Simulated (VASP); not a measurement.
Crystal: Mo.

```
CELL_PARAMETERS angstrom
2.73551 0.00000 0.00000
-1.36776 2.36902 0.00000
0.00000 0.00000 2.55518
ATOMIC_POSITIONS crystal
Mo 0.00000 0.00000 0.50000
```

Base run:

```yaml
Program: VASP 6.6.1
Functional: BLYP
Potentials_or_basis: VASP PAW PBE potentials, release 64 (Mo_sv)
Cutoff: 520 eV
k_mesh: 9 × 9 × 8
Occupations: fermi-dirac, width 0.05 eV
Spin: no spin polarisation
```

Its results: band gap on the k mesh zero (band 7 reaches 13.13 eV, above the bottom of band 8 at 11.20 eV); pressure 13.8 GPa.

Problem. The run is repeated on the same cell with these changes: functional from BLYP to PBEsol; further incar settings from ALGO = Normal; EDIFF = 1e-06; NBANDS = 13 to ALGO = Normal; EDIFF = 1e-07; NBANDS = 13. What comes out?

Solution. Band gap on the k mesh zero (band 7 reaches 12.21 eV, above the bottom of band 8 at 10.56 eV); pressure -2.9 GPa.

Caveats: the PAW data sets were made with another functional, which shifts forces and pressure a little.
